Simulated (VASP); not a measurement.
Here is a VASP 6.6.1 calculation.

File INCAR:

```
PREC = Accurate
ENCUT = 520
EDIFF = 1E-6
ISMEAR = -1
SIGMA = 0.05
LREAL = F
LASPH = T
NELM = 80
ALGO = Normal
ISIF = 2
LWAVE = F
LCHARG = F
GGA = PE
NBANDS = 22
```

File KPOINTS:

```
regular mesh
0
Gamma
  10 10 6
```

Contents of POSCAR:

```
HfC
1.0
    3.2662232348      0.0000000000      0.0000000000
   -1.6331116174      2.8286322958      0.0000000000
    0.0000000000      0.0000000000      5.7665186884
Hf C
2 2
Direct
    0.0000000000      0.0000000000      0.0000000000
    0.0000000000      0.0000000000      0.5000000000
    0.3333333333      0.6666666667      0.2500000000
    0.6666666667      0.3333333333      0.7500000000
```

Potentials or basis: VASP PAW PBE potentials, release 64 (Hf_pv, C).

Command:

```sh
$ cat potpaw_PBE.64/Hf_pv/POTCAR potpaw_PBE.64/C/POTCAR > POTCAR
$ mpirun -np 1 vasp_std > vasp.out
```

**Question.** Estimate the band gap on the k mesh.

**Answer.** Zero (band 14 reaches 6.77 eV, above the bottom of band 15 at 5.22 eV).

**Question.** Predict the pressure.

**Answer.** -0.8 GPa.

Stress tensor (GPa, compression positive):
```
-0.65  0.00  0.00
 0.00 -0.65  0.00
 0.00  0.00 -0.99
```

Caveat: spin-orbit coupling is left out, which moves the levels of the heavy elements.
